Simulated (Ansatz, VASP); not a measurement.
**One calculation of Ti, two programs**

The input INCAR:

```
PREC = Accurate
ENCUT = 520
EDIFF = 1E-8
ISMEAR = -1
SIGMA = 0.08
LREAL = False
LASPH = True
NELM = 80
ALGO = Normal
ISIF = 2
LWAVE = False
LCHARG = False
GGA = PS
LEFG = True
NBANDS = 19
```

The input KPOINTS:

```
regular mesh
0
Gamma
  13 13 7
```

Contents of POSCAR:

```
Ti
1.0
    2.9101281370      0.0000000000      0.0000000000
   -1.4550640685      2.5202448949      0.0000000000
    0.0000000000      0.0000000000      4.6226679121
Ti
2
Direct
    0.3333333333      0.6666666667      0.2500000000
    0.6666666667      0.3333333333      0.7500000000
```

Input for Ansatz:

```yaml
crystal:
  lattice:
    - [2.910128137, 0.0, 0.0]
    - [-1.4550640685, 2.5202448949, 0.0]
    - [0.0, 0.0, 4.6226679121]
  atoms:
    - { symbol: Ti, position: [0.3333333333, 0.6666666667, 0.25] }
    - { symbol: Ti, position: [0.6666666667, 0.3333333333, 0.75] }
kpoints:
  mp_grid: { grid: [13, 13, 7] }
scf:
  occupations: { method: fermi_dirac, width: 0.08 }
hamiltonian:
  xc: pbesol
  pseudopotentials: { kind: paw }
output:
  forces: true
  stress: true
  eigenvalues: true
  efg: { contact_densities: true }
```

Change from the starting cell: volume scaled by 0.96, PAW files.

Alike in both runs: task electric field gradients; functional PBEsol; k mesh 13 × 13 × 7; occupations fermi-dirac, width 0.08 eV; no spin polarisation.

|  | VASP | Ansatz |
| --- | --- | --- |
| version | VASP 6.6.1 | Ansatz 0.2.0 |
| potentials or method | VASP PAW PBE potentials, release 64 (Ti_sv) | PAW with Ansatz's default frozen-core files, scalar-relativistic |
| plane-wave cutoff (eV) | 520 | 420 |
| valence electrons in the cell | 24 | 24 |

|  | VASP | Ansatz | Ansatz less VASP |
| --- | --- | --- | --- |
| pressure (GPa) | -1.8 | -1.5 | +0.28 |
| traceless stress, the component that is largest in VASP (GPa) | -0.25 | -0.25 | -0.005 |
| size of Vzz on the site where it differs most (V/Å²) | 18.2 | 20.1 | +1.85 |

VASP's potentials were made for PBE, not for PBEsol.
